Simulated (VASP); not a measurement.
# Sn (Im-3m) in VASP: further runs

Sn is run at these levels: r2SCAN; tasks: single point.

All numbers are computed with VASP 6.6.1; they aren't measurements. Logs are shortened: lines on timing, memory, paths and dates and some standing lists are left out, and cuts for length are marked.

**1. The cell of the first run**

The structure is cubic, space group Im-3m (No. 229). The conventional cell has a = 3.789 Å, b = 3.789 Å, c = 3.789 Å, α = 90.00°, β = 90.00°, γ = 90.00°. Sn (site symmetry m-3m) has 14 Sn at 3.28 to 3.79 Å within 4.3 Å.

**2. Single point, r2SCAN, non-collinear spin, zero start, spin-orbit coupling**

The input, POSCAR:

```
Sn
1.0
   -1.8946518192      1.8946518192      1.8946518192
    1.8946518192     -1.8946518192      1.8946518192
    1.8946518192      1.8946518192     -1.8946518192
Sn
1
Direct
    0.0000000000      0.0000000000      0.0000000000
```

The input, INCAR.step1:

```
ALGO     = Normal         # electronic algorithm
EDIFF    = 1E-4           # SCF threshold, eV
ENCUT    = 520            # plane-wave cutoff, eV
GGA      = PE             # functional
GGA_COMPAT= False        
ISMEAR   = -1             # smearing method
LASPH    = True           # aspherical terms in the spheres
LCHARG   = False          # write CHGCAR
LREAL    = False          # projectors in reciprocal space
LSORBIT  = True           # spin-orbit coupling
LWAVE    = True           # write WAVECAR
MAGMOM   = 0 0 0          # initial moments
NBANDS   = 25             # bands
NELM     = 150            # most SCF steps
PREC     = Accurate       # precision mode
SIGMA    = 0.05           # smearing width, eV
```

The input, INCAR.step2:

```
ALGO     = Normal         # electronic algorithm
EDIFF    = 1E-7           # SCF threshold, eV
ENCUT    = 520            # plane-wave cutoff, eV
GGA_COMPAT= False        
ISIF     = 2              # what is computed and relaxed
ISMEAR   = -1             # smearing method
ISTART   = 1            
LASPH    = True           # aspherical terms in the spheres
LCHARG   = False          # write CHGCAR
LMIXTAU  = True         
LORBIT   = 11             # projections on sites
LORBMOM  = True         
LREAL    = False          # projectors in reciprocal space
LSORBIT  = True           # spin-orbit coupling
LWAVE    = False          # write WAVECAR
MAGMOM   = 0 0 0          # initial moments
METAGGA  = R2SCAN         # meta-GGA
NBANDS   = 25             # bands
NELM     = 150            # most SCF steps
PREC     = Accurate       # precision mode
SIGMA    = 0.05           # smearing width, eV
```

The input, KPOINTS:

```
k-points
0
Gamma
  7 7 7
```

Potentials or basis: VASP PAW PBE potentials, release 64 (Sn_d).

Command:

```bash
> cat potpaw_PBE.64/Sn_d/POTCAR > POTCAR
> cp INCAR.step1 INCAR
> mpirun -np 1 vasp_ncl > vasp.out
> cp INCAR.step2 INCAR
> mpirun -np 1 vasp_ncl > vasp.out
```

OUTCAR:

```text
EDIFF = 1E-7
   ENCUT = 520
   ISIF = 2
   ISMEAR = -1
   ISTART = 1
   LASPH = True
   LORBIT = 11
   LREAL = False
   LSORBIT = True
   METAGGA = R2SCAN
   NELM = 150
   PREC = Accurate

 ion  position               nearest neighbor table
   1  0.000  0.000  0.000-

  LATTYP: Found a body centered cubic cell.
 ALAT       =     3.7893036384

  Lattice vectors:

 A1 = (  -1.8946518192,   1.8946518192,   1.8946518192)
 A2 = (   1.8946518192,  -1.8946518192,   1.8946518192)
 A3 = (   1.8946518192,   1.8946518192,  -1.8946518192)

Analysis of symmetry for initial positions (statically):
=====================================================================
 Subroutine PRICEL returns:
 Original cell was already a primitive cell.

 Routine SETGRP: Setting up the symmetry group for a
 body centered cubic supercell.

 Subroutine GETGRP returns: Found 48 space group operations
[... 9 lines left out ...]

 Routine SETGRP: Setting up the symmetry group for a
 body centered cubic supercell.

 Subroutine GETGRP returns: Found 48 space group operations
 (whereof 48 operations were pure point group operations)
 out of a pool of 48 trial point group operations.

The dynamic configuration has the point symmetry O_h .

Analysis of structural, dynamic, and magnetic symmetry:
=====================================================================
 Subroutine PRICEL returns:
 Original cell was already a primitive cell.

 Routine SETGRP: Setting up the symmetry group for a
 body centered cubic supercell.

 Subroutine GETGRP returns: Found 48 space group operations
 (whereof 48 operations were pure point group operations)
 out of a pool of 48 trial point group operations.

The overall configuration has the point symmetry O_h .

 Subroutine INISYM returns: Found 48 space group operations
[... 5 lines left out ...]
                                     Primitive cell

  volume of cell :      27.2050

  direct lattice vectors                    reciprocal lattice vectors
    -1.894651819  1.894651819  1.894651819     0.000000000  0.263900731  0.263900731
     1.894651819 -1.894651819  1.894651819     0.263900731  0.000000000  0.263900731
     1.894651819  1.894651819 -1.894651819     0.263900731  0.263900731  0.000000000

  length of vectors
     3.281633214  3.281633214  3.281633214     0.373211993  0.373211993  0.373211993

  position of ions in fractional coordinates (direct lattice)
     0.000000000  0.000000000  0.000000000

  ion indices of the primitive-cell ions
   primitive index   ion index
                 1           1

----------------------------------------------------------------------------------------

 KPOINTS: k-points

Automatic generation of k-mesh.
 Grid dimensions read from file:
 generate k-points for:    7    7    7

 Generating k-lattice:

  Cartesian coordinates                     Fractional coordinates (reciprocal lattice)
     0.000000000  0.037700104  0.037700104     0.142857143  0.000000000  0.000000000
     0.037700104  0.000000000  0.037700104     0.000000000  0.142857143  0.000000000
     0.037700104  0.037700104  0.000000000     0.000000000  0.000000000  0.142857143

  Length of vectors
     0.053315999  0.053315999  0.053315999

  Shift w.r.t. Gamma in fractional coordinates (k-lattice)
     0.000000000  0.000000000  0.000000000

 Subroutine IBZKPT returns following result:
 ===========================================

 Found     20 irreducible k-points:

 Following reciprocal coordinates:
            Coordinates               Weight
  0.000000  0.000000  0.000000      1.000000
  0.142857  0.000000  0.000000     12.000000
  0.285714  0.000000  0.000000     12.000000
  0.428571  0.000000  0.000000     12.000000
  0.142857  0.142857  0.000000     24.000000
  0.285714  0.142857  0.000000     48.000000
[... 12 lines left out ...]
 -0.428571 -0.428571  0.285714      8.000000
 -0.428571  0.428571  0.428571      6.000000
   k-points           NKPTS =     20   k-points in BZ     NKDIM =     20   number of bands    NBANDS=     25
   number of dos      NEDOS =    301   number of ions     NIONS =      1
   total plane-waves  NPLWV =  13824
   dimension x,y,z NGX =    24 NGY =   24 NGZ =   24
   dimension x,y,z NGXF=    48 NGYF=   48 NGZF=   48
   ions per type =               1
   NGX,Y,Z   is equivalent  to a cutoff of  12.16, 12.16, 12.16 a.u.
   NGXF,Y,Z  is equivalent  to a cutoff of  24.32, 24.32, 24.32 a.u.
 SYSTEM =  unknown system
   PREC   = accura    normal or accurate (medium, high low for compatibility)
   ISTART =      1    job   : 0-new  1-cont  2-samecut
   ICHARG =      0    charge: 1-file 2-atom 10-const
   ISPIN  =      1    spin polarized calculation?
   LNONCOLLINEAR =      T non collinear calculations
   LSORBIT =      T    spin-orbit coupling
   LASPH  =      T    aspherical Exc in radial PAW
   ENCUT  =  520.0 eV  38.22 Ry    6.18 a.u.   6.10  6.10  6.10*2*pi/ulx,y,z
   NELM   =    150;   NELMIN=  2; NELMDL=  0     # of ELM steps
   EDIFF  = 0.1E-06   stopping-criterion for ELM
   LREAL  =      F    real-space projection
   EDIFFG = 0.1E-05   stopping-criterion for IOM
   NSW    =      0    number of steps for IOM
   IBRION =     -1    ionic relax: 0-MD 1-quasi-New 2-CG
   NFREE  =      0    steps in history (QN), initial steepest desc. (CG)
   ISIF   =      2    stress and relaxation
   ISYM   =      2    0-nonsym 1-usesym 2-fastsym
   POTIM  = 0.5000    time-step for ionic-motion
   TEBEG  =    0.0;   TEEND  =   0.0 temperature during run
   PSTRESS=    0.0 pullay stress
   NELECT =      14.0000    total number of electrons
   NUPDOWN=      -1.0000    fix difference up-down
   EMIN   =  10.00;   EMAX   =-10.00  energy-range for DOS
[... 5 lines left out ...]
     AMIX     =   0.40;   BMIX     =  1.00
     AMIX_MAG =   1.60;   BMIX_MAG =  1.00
  volume/ion in A,a.u.               =      27.20       183.59
  Fermi-wavevector in a.u.,A,eV,Ry     =   1.311902  2.479136 23.416813  1.721087
  Thomas-Fermi vector in A             =   2.442332
   LORBIT       =     11    0 simple, 1 ext, 2 COOP (PROOUT), +10 PAW based schemes
   METAGGA = R2SCAN    functional components
   LHFCALC =     F    Hartree Fock is set to
   AEXX    =    0.0000 exact exchange contribution
   IVDW    =     0    specifies the selected vdW correction
   LEPSILON=     F    determine dielectric tensor
   LRPA    =     F    only Hartree local field effects (RPA)
  energy-cutoff  :      520.00
  volume of cell :       27.20
 maximum number of plane-waves:      1482
   NGX = 13   NGY = 13   NGZ = 13

 number of electron      13.9999996 magnetization      -0.0000000      0.0000000     -0.0000000

 number of electron      13.9999996 magnetization       0.0000000     -0.0000000      0.0000000

 Free energy of the ion-electron system (eV)
  ---------------------------------------------------
  ext. energy  EPLUGINS =         0.00000000
  ---------------------------------------------------
  free energy    TOTEN  =       -24.58029576 eV

  energy without entropy =      -24.57302124  energy(sigma->0) =      -24.57665850

 E-fermi :   8.3193     XC(G=0): -11.2438

 val. band max:        8.0319049261   @ k =   0.1429   0.1429   0.1429
 cond. band min:       8.3920713930   @ k =  -0.2857   0.4286   0.1429
 fundamental gap:      0.3601664668
 Fermi energy:         8.3193036476

 k-point     1 :       0.0000    0.0000    0.0000
  band No.  band energies     occupation
      1     -14.7904      1.00000
      2     -14.7904      1.00000
      3     -14.7904      1.00000
      4     -14.7904      1.00000
      5     -13.8117      1.00000
      6     -13.8117      1.00000
[... 17 lines left out ...]
     24      20.9383      0.00000
     25      21.1991      0.00000

 k-point     2 :       0.1429    0.0000    0.0000
  band No.  band energies     occupation
      1     -14.7882      1.00000
      2     -14.7882      1.00000
      3     -14.7767      1.00000
      4     -14.7767      1.00000
      5     -13.7951      1.00000
      6     -13.7951      1.00000
[... 17 lines left out ...]
     24      20.5561      0.00000
     25      22.4211      0.00000

 k-point     3 :       0.2857    0.0000    0.0000
  band No.  band energies     occupation
      1     -14.7849      1.00000
      2     -14.7849      1.00000
      3     -14.7508      1.00000
      4     -14.7508      1.00000
      5     -13.7694      1.00000
      6     -13.7694      1.00000
[... 440 lines left out ...]
 k-point    19 :      -0.4286   -0.4286    0.2857
  band No.  band energies     occupation
      1     -14.7449      1.00000
      2     -14.7449      1.00000
      3     -14.7334      1.00000
      4     -14.7334      1.00000
      5     -13.7414      1.00000
      6     -13.7414      1.00000
[... 17 lines left out ...]
     24      22.7839      0.00000
     25      27.7920      0.00000

 k-point    20 :      -0.4286    0.4286    0.4286
  band No.  band energies     occupation
      1     -14.7401      1.00000
      2     -14.7401      1.00000
      3     -14.7371      1.00000
      4     -14.7371      1.00000
      5     -13.7216      1.00000
      6     -13.7216      1.00000
[... 17 lines left out ...]
     24      26.3125      0.00000
     25      28.0413      0.00000

------------------------ aborting loop because EDIFF is reached ----------------------------------------

  FORCE on cell =-STRESS in cart. coord.  units (eV):
  Direction    XX          YY          ZZ          XY          YZ          ZX
  --------------------------------------------------------------------------------------
  -------------------------------------------------------------------------------------
  Total       -0.0139161     -0.0139161     -0.0139161      0.0000000     -0.0000000      0.0000000
  in kB       -0.8195605     -0.8195605     -0.8195605      0.0000000     -0.0000000      0.0000000
  external PRESSURE =      -0.8195605 kB  Pullay stress =       0.0000000 kB

 VOLUME and BASIS-vectors are now :
 -----------------------------------------------------------------------------
  energy-cutoff  :      520.00
  volume of cell :       27.20
      direct lattice vectors                 reciprocal lattice vectors
    -1.894651819  1.894651819  1.894651819     0.000000000  0.263900731  0.263900731
     1.894651819 -1.894651819  1.894651819     0.263900731  0.000000000  0.263900731
     1.894651819  1.894651819 -1.894651819     0.263900731  0.263900731  0.000000000

 POSITION                                       TOTAL-FORCE (eV/Angst)
 -----------------------------------------------------------------------------------
      0.00000      0.00000      0.00000         0.000000     -0.000000      0.000000
 -----------------------------------------------------------------------------------
    total drift:                                0.000000      0.000000      0.000000

  FREE ENERGIE OF THE ION-ELECTRON SYSTEM (eV)
  ---------------------------------------------------
  free  energy   TOTEN  =       -24.5802957631 eV

  energy  without entropy=      -24.5730212428  energy(sigma->0) =      -24.57665850

 orbital moment (x)

 # of ion     p       d       tot
 ----------------------------------------
  1        -0.000  -0.000  -0.000
 ----------------------------------------
           -0.000  -0.000  -0.000

 orbital moment (y)

 # of ion     p       d       tot
 ----------------------------------------
  1         0.000   0.000   0.000
 ----------------------------------------
            0.000   0.000   0.000

 orbital moment (z)

 # of ion     p       d       tot
 ----------------------------------------
  1         0.000  -0.000  -0.000
 ----------------------------------------
            0.000  -0.000  -0.000

 Spin-Orbit-Coupling matrix elements

 Ion:    1  E_soc:     -0.1000179
 l=   1
     0.0000000    -0.0106607    -0.0106607
    -0.0106607     0.0000000    -0.0106607
    -0.0106607    -0.0106607     0.0000000
 l=   2
     0.0000000    -0.0011944     0.0000000    -0.0011944    -0.0048146
    -0.0011944     0.0000000    -0.0036110    -0.0011944    -0.0012037
     0.0000000    -0.0036110     0.0000000    -0.0036110     0.0000000
    -0.0011944    -0.0011944    -0.0036110     0.0000000    -0.0012037
    -0.0048146    -0.0012037     0.0000000    -0.0012037     0.0000000
 l=   3
     0.0000000     0.0000000     0.0000000     0.0000000     0.0000000     0.0000000     0.0000000
     0.0000000     0.0000000     0.0000000     0.0000000     0.0000000     0.0000000     0.0000000
     0.0000000     0.0000000     0.0000000     0.0000000     0.0000000     0.0000000     0.0000000
     0.0000000     0.0000000     0.0000000     0.0000000     0.0000000     0.0000000     0.0000000
     0.0000000     0.0000000     0.0000000     0.0000000     0.0000000     0.0000000     0.0000000
     0.0000000     0.0000000     0.0000000     0.0000000     0.0000000     0.0000000     0.0000000
     0.0000000     0.0000000     0.0000000     0.0000000     0.0000000     0.0000000     0.0000000

 total charge

# of ion       s       p       d       tot
------------------------------------------
    1        1.262   0.939   9.967  12.167

 magnetization (x)

# of ion       s       p       d       tot
------------------------------------------
    1        0.000   0.000   0.000   0.000

 magnetization (y)

# of ion       s       p       d       tot
------------------------------------------
    1        0.000  -0.000   0.000  -0.000

 magnetization (z)

# of ion       s       p       d       tot
------------------------------------------
    1        0.000   0.000   0.000   0.000
```

Run time: 65 s. Hardware: 1 thread of Intel Xeon Platinum 8488C (Sapphire Rapids), shared host; peak memory 0.22 GiB.

Results:

| Quantity | Value |
| --- | --- |
| Free energy | -24.5803 eV |
| Pressure | -0.1 GPa |
| Net moment | 0.00 μB per cell |
| Valence electrons inside the program's atomic spheres | Sn 12.17 |

Moments on the atoms (μB; x, y, z):
```
Sn  0.00 0.00 0.00
```

Caveat: the PAW data sets were made with another functional, which shifts forces and pressure a little.

**3. Single point, r2SCAN**

This run uses another cell than the first one, of 26.66 Å³/atom, 0.980 times its volume.

The input, POSCAR:

```
Sn
1.0
   -1.8819356520      1.8819356520      1.8819356520
    1.8819356520     -1.8819356520      1.8819356520
    1.8819356520      1.8819356520     -1.8819356520
Sn
1
Direct
    0.0000000000      0.0000000000      0.0000000000
```

The input, INCAR.step1:

```
PREC = Accurate
ENCUT = 520
ISMEAR = -1
SIGMA = 0.05
LREAL = False
LASPH = True
NELM = 100
NBANDS = 13
GGA = PE
ALGO = Normal
EDIFF = 1E-4
LWAVE = True
LCHARG = False
```

The input, INCAR.step2:

```
PREC = Accurate
ENCUT = 520
EDIFF = 1E-7
ISMEAR = -1
SIGMA = 0.05
LREAL = False
LASPH = True
NELM = 100
ALGO = Normal
ISIF = 2
LWAVE = False
LCHARG = False
METAGGA = R2SCAN
LMIXTAU = True
NBANDS = 13
ISTART = 1
```

The input, KPOINTS:

```
Automatic mesh
0
Gamma
  10 10 10
```

Potentials or basis: VASP PAW PBE potentials, release 64 (Sn_d).

Command:

```bash
> cat potpaw_PBE.64/Sn_d/POTCAR > POTCAR
> cp INCAR.step1 INCAR
> mpirun -np 1 vasp_std > vasp.out
> cp INCAR.step2 INCAR
> mpirun -np 1 vasp_std > vasp.out
```

Wall time 23 s (1 thread of Intel Xeon Platinum 8375C at 2.90GHz (Ice Lake), shared host); peak memory 0.15 GiB.

It converged, with:

```yaml
Free_energy: -24.4911 eV
Pressure: 0.2 GPa
Band_gap_on_the_k_mesh: zero (band 7 reaches 16.90 eV, above the bottom of band 8 at 5.79 eV)
```

Levels at points of the mesh, in eV from the Fermi level:
| k point | band 5 | band 6 | band 7 | band 8 | band 9 | band 10 |
| --- | --- | --- | --- | --- | --- | --- |
| (0.00, 0.00, 0.00) | -22.11 | -11.79 | 8.64 | 8.64 | 8.64 | 12.96 |
| (0.50, 0.00, 0.00) | -22.02 | -6.66 | -4.78 | 3.83 | 5.94 | 8.70 |
| (0.50, 0.50, 0.50) | -22.04 | -2.18 | -0.60 | -0.60 | -0.60 | 4.18 |

Caveat: the PAW data sets were made with another functional, which shifts forces and pressure a little; spin-orbit coupling is left out, which moves the levels of the heavy elements.

**4. Single point, r2SCAN**

The input, POSCAR:

```
Sn
1.0
   -1.8946518192      1.8946518192      1.8946518192
    1.8946518192     -1.8946518192      1.8946518192
    1.8946518192      1.8946518192     -1.8946518192
Sn
1
Direct
    0.0000000000      0.0000000000      0.0000000000
```

Edit INCAR.step1 of step 3 so:

```diff
@@ -6,3 +6,3 @@
 LASPH = True
-NELM = 100
+NELM = 60
 NBANDS = 13
```

Edit INCAR.step2 of step 3 so:

```diff
@@ -2,3 +2,3 @@
 ENCUT = 520
-EDIFF = 1E-7
+EDIFF = 1E-6
 ISMEAR = -1
@@ -7,3 +7,3 @@
 LASPH = True
-NELM = 100
+NELM = 60
 ALGO = Normal
```

KPOINTS is that of step 3.

Command:

```bash
> cat potpaw_PBE.64/Sn_d/POTCAR > POTCAR
> cp INCAR.step1 INCAR
> mpirun -np 1 vasp_std > vasp.out
> cp INCAR.step2 INCAR
> mpirun -np 1 vasp_std > vasp.out
```

It took 24 s on 1 thread of Intel Xeon Platinum 8375C at 2.90GHz (Ice Lake), shared host; peak memory 0.15 GiB.

Results (log left out):

| Property | Result |
| --- | --- |
| Free energy | -24.4904 eV |
| Pressure | -0.8 GPa |
| Band gap on the k mesh | zero (band 7 reaches 16.44 eV, above the bottom of band 8 at 5.61 eV) |

Levels at points of the mesh, in eV from the Fermi level:
```
           k point  band 4  band 5  band 6  band 7  band 8  band 9  band 10  band 11
(0.00, 0.00, 0.00)  -22.10  -22.10  -11.62    8.44    8.44    8.44    12.93    12.93
(0.50, 0.00, 0.00)  -22.11  -22.01   -6.63   -4.66    3.76    5.87     8.59     8.63
(0.50, 0.50, 0.50)  -22.04  -22.04   -2.31   -0.57   -0.57   -0.57     4.21     4.21
```

Caveat: the PAW data sets were made with another functional, which shifts forces and pressure a little; spin-orbit coupling is left out, which moves the levels of the heavy elements.

[end of part 1 of 2]
